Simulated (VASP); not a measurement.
# I (C2/m) in VASP: single point with PBEsol

Aim: the single point of I with PBEsol.

Everything below comes from runs of VASP 6.6.1. Logs are shortened: lines on timing, memory, paths and dates and some standing lists are left out, and cuts for length are marked.

### 1 The cell of the first run

It takes space group C2/m (No. 12, monoclinic). Conventional cell: a = 4.829 Å, b = 7.180 Å, c = 2.874 Å, α = 90.00°, β = 122.07°, γ = 90.00°. I (site symmetry 2/m) has 2 I at 2.87 Å within 3.8 Å.

### 2 Single point, PBEsol (strained)

INCAR

```
SYSTEM = I
  PREC = Accurate
  ENCUT = 520
  EDIFF = 1E-7
  ISMEAR = 0
  SIGMA = 0.1
  LREAL = .False.
  LASPH = .True.
  NELM = 60
  ALGO = Fast
  ISIF = 2
  LWAVE = .False.
  LCHARG = .False.
  GGA = PS
  NBANDS = 10
```

KPOINTS

```
Automatic mesh
0
Gamma
  12 12 18
  0 0 0
```

POSCAR

```
I
1.0
    2.5914487896     -3.5897921185     -0.0602857313
    2.5914487896      3.5897921185     -0.0602857313
   -1.7113346113      0.0000000000      2.3085153620
I
1
Direct
    0.5000000000      0.5000000000      0.5000000000
```

Potentials or basis: VASP PAW PBE potentials, release 64 (I).

Started as:

```
cat potpaw_PBE.64/I/POTCAR > POTCAR
mpirun -np 1 vasp_std > vasp.out
```

OUTCAR:

```text
SYSTEM = I
   PREC = Accurate
   ENCUT = 520
   EDIFF = 1E-7
   ISMEAR = 0
   LREAL = .False.
   LASPH = .True.
   NELM = 60
   ISIF = 2
   GGA = PS

 ion  position               nearest neighbor table
   1  0.500  0.500  0.500-

  Warning from LATTYP: Got some problem with cell dimensions!
  Tried to take original basis but could not verify dimensions!
  LATTYP: Found a base centered monoclinic cell.
 ALAT       =     4.8287213377
 B/A-ratio  =     1.4868499826
 C/A-ratio  =     0.5951177610
 COS(beta)  =    -0.5309711913

  Lattice vectors:

 A1 = (  -0.8801141783,   3.5897921185,  -2.2482296307)
 A2 = (  -0.8801141783,  -3.5897921185,  -2.2482296307)
 A3 = (  -1.7113346113,   0.0000000000,   2.3085153620)

Analysis of symmetry for initial positions (statically):
=====================================================================
 Subroutine PRICEL returns:
 Original cell was already a primitive cell.

 Routine SETGRP: Setting up the symmetry group for a
 base centered monoclinic supercell.

 Subroutine GETGRP returns: Found  4 space group operations
 (whereof  4 operations were pure point group operations)
 out of a pool of  4 trial point group operations.

The static configuration has the point symmetry C_2h.

Analysis of symmetry for dynamics (positions and initial velocities):
=====================================================================
 Subroutine PRICEL returns:
 Original cell was already a primitive cell.

 Routine SETGRP: Setting up the symmetry group for a
 base centered monoclinic supercell.

 Subroutine GETGRP returns: Found  4 space group operations
 (whereof  4 operations were pure point group operations)
 out of a pool of  4 trial point group operations.

The dynamic configuration has the point symmetry C_2h.

 Subroutine INISYM returns: Found  4 space group operations
 (whereof  4 operations are pure point group operations),
 and found     1 'primitive' translations

----------------------------------------------------------------------------------------

                                     Primitive cell

  volume of cell :      42.2104

  direct lattice vectors                    reciprocal lattice vectors
     2.591448790 -3.589792119 -0.060285731     0.196328027 -0.139283831  0.145540703
     2.591448790  3.589792119 -0.060285731     0.196328027  0.139283831  0.145540703
    -1.711334611  0.000000000  2.308515362     0.010254018  0.000000000  0.440780283

[... 81 lines left out ...]
   EDIFF  = 0.1E-06   stopping-criterion for ELM
   LREAL  =      F    real-space projection
   EDIFFG = 0.1E-05   stopping-criterion for IOM
   NSW    =      0    number of steps for IOM
   IBRION =     -1    ionic relax: 0-MD 1-quasi-New 2-CG
   NFREE  =      0    steps in history (QN), initial steepest desc. (CG)
   ISIF   =      2    stress and relaxation
   ISYM   =      2    0-nonsym 1-usesym 2-fastsym
   POTIM  = 0.5000    time-step for ionic-motion
   TEBEG  =    0.0;   TEEND  =   0.0 temperature during run
   PSTRESS=    0.0 pullay stress
   NELECT =       7.0000    total number of electrons
   NUPDOWN=      -1.0000    fix difference up-down
   EMIN   =  10.00;   EMAX   =-10.00  energy-range for DOS
   EFERMI =   0.00;   METHOD = LEGACY
   ISMEAR =     0;   SIGMA  =   0.10  broadening in eV -4-tet -1-fermi 0-gaus
   EFERMI_NEDOS =   21; number of points for ismear=-14 and -15
   IALGO  =     68    algorithm
   IMIX   =      4    mixing-type and parameters
     AMIX     =   0.40;   BMIX     =  1.00
     AMIX_MAG =   1.60;   BMIX_MAG =  1.00
  volume/ion in A,a.u.               =      42.21       284.85
  Fermi-wavevector in a.u.,A,eV,Ry     =   0.899430  1.699677 11.006775  0.808975
  Thomas-Fermi vector in A             =   2.022263
   LORBIT       =      0    0 simple, 1 ext, 2 COOP (PROOUT), +10 PAW based schemes
   GGA     = PS    functional components
   LHFCALC =     F    Hartree Fock is set to
   AEXX    =    0.0000 exact exchange contribution
   IVDW    =     0    specifies the selected vdW correction
   LEPSILON=     F    determine dielectric tensor
   LRPA    =     F    only Hartree local field effects (RPA)
 non-spin polarized calculation
 RMM-DIIS sequential band-by-band and
 Gauss-broadening in eV      SIGMA  =   0.10
  energy-cutoff  :      520.00
  volume of cell :       42.21
 maximum number of plane-waves:      1152
 NGX is ok and might be reduce to    36
   NGX = 17   NGY = 17   NGZ = 11

 number of electron       7.0000000 magnetization

 Free energy of the ion-electron system (eV)
  ---------------------------------------------------
  ext. energy  EPLUGINS =         0.00000000
  ---------------------------------------------------
  free energy    TOTEN  =        -1.66048420 eV

  energy without entropy =       -1.65610328  energy(sigma->0) =       -1.65829374

 E-fermi :   2.4476     XC(G=0):  -8.2314

 val. band max:        2.4465747304   @ k =  -0.2500  -0.0000   0.4444
 cond. band min:       2.4486373394   @ k =   0.4167   0.4167   0.5000
 fundamental gap:      0.0020626090
 Fermi energy:         2.4475506805

 k-point     1 :       0.0000    0.0000    0.0000
  band No.  band energies     occupation
      1     -11.1008      2.00000
      2       1.1748      2.00000
      3       1.1807      2.00000
      4       6.6665      0.00000
      5       6.8561      0.00000
      6      10.4887      0.00000
      7      10.7315      0.00000
      8      13.2074      0.00000
      9      13.4178      0.00000
     10      18.4437      0.00000
[... 287 lines left out ...]
 k-point    24 :      -0.4167    0.1667    0.0000
  band No.  band energies     occupation
      1     -10.8060      2.00000
      2      -0.7238      2.00000
      3       0.3374      2.00000
      4       6.5738      0.00000
      5       8.8720      0.00000
      6      10.2673      0.00000
      7      12.9889      0.00000
      8      14.5964      0.00000
      9      17.8714      0.00000
     10      18.5678      0.00000

 [... further k-points ...]
[... 5 lines left out ...]
  --------------------------------------------------------------------------------------
  -------------------------------------------------------------------------------------
  Total        0.0008488     -0.0198213      0.3264740      0.0000000      0.0000000     -0.4795382
  in kB        0.0322171     -0.7523552     12.3919430      0.0000000      0.0000000    -18.2017857
  external PRESSURE =       3.8906016 kB  Pullay stress =       0.0000000 kB

 VOLUME and BASIS-vectors are now :
 -----------------------------------------------------------------------------
  energy-cutoff  :      520.00
  volume of cell :       42.21
      direct lattice vectors                 reciprocal lattice vectors
     2.591448790 -3.589792119 -0.060285731     0.196328027 -0.139283831  0.145540703
     2.591448790  3.589792119 -0.060285731     0.196328027  0.139283831  0.145540703
    -1.711334611  0.000000000  2.308515362     0.010254018  0.000000000  0.440780283

 POSITION                                       TOTAL-FORCE (eV/Angst)
 -----------------------------------------------------------------------------------
      1.73578      0.00000      1.09397         0.000000      0.000000      0.000000
 -----------------------------------------------------------------------------------
    total drift:                                0.000000      0.000000      0.000000

  FREE ENERGIE OF THE ION-ELECTRON SYSTEM (eV)
  ---------------------------------------------------
  free  energy   TOTEN  =        -1.6604841968 eV

  energy  without entropy=       -1.6561032777  energy(sigma->0) =       -1.65829374
```

stdout:

```text
POSCAR found type information on POSCAR I
 POSCAR found :  1 types and       1 ions
 scaLAPACK will be used
 -----------------------------------------------------------------------------
|                                                                             |
|                                                                             |
|     You enforced a specific xc type in the INCAR file but a different       |
|     I HOPE YOU KNOW WHAT YOU ARE DOING!                                     |
|                                                                             |
 -----------------------------------------------------------------------------

 LDA part: xc-table for (Slater+PW92), standard interpolation
 POSCAR, INCAR and KPOINTS ok, starting setup
 FFT: planning ... GRIDC
 FFT: planning ... GRID_SOFT
 FFT: planning ... GRID
 WAVECAR not read
 entering main loop
```

It took 5.6 min on 1 thread of Oxide Virtual Turin-like, shared host; peak memory 0.36 GiB.

Results:

| Item | Value |
| --- | --- |
| Free energy | -1.6605 eV |
| Pressure | 0.4 GPa |
| Band gap on the k mesh | zero (an odd number of electrons rules out a gap without spin polarisation) |

Stress tensor (GPa, compression positive):
```
 0.00  0.00 -1.82
 0.00 -0.08  0.00
-1.82  0.00  1.24
```

Levels at points of the mesh, in eV from the Fermi level:
```tsv
k point	band 1	band 2	band 3	band 4	band 5	band 6	band 7	band 8
(0.00, 0.00, 0.00)	-13.55	-1.27	-1.27	4.22	4.41	8.04	8.28	10.76
(0.50, 0.00, 0.00)	-13.18	-3.72	-1.85	4.21	5.05	10.61	11.17	13.33
(0.50, 0.50, 0.00)	-13.21	-3.64	-1.80	3.97	5.06	10.00	11.12	13.29
(0.00, 0.00, 0.50)	-10.41	-5.28	-0.97	-0.25	5.01	5.86	12.12	12.28
(0.50, 0.00, 0.50)	-10.63	-5.52	-0.26	0.55	5.79	8.00	9.84	10.17
(0.50, 0.50, 0.50)	-10.47	-5.35	-0.89	0.11	5.11	6.52	11.65	11.70
```

Caveat: the cell differs from its parent crystal (strained); the PAW data sets were made with another functional, which shifts forces and pressure a little; spin-orbit coupling is left out, which moves the levels of the heavy elements; an odd number of electrons without spin polarisation forces a metal; a magnetic or distorted state may lie lower.
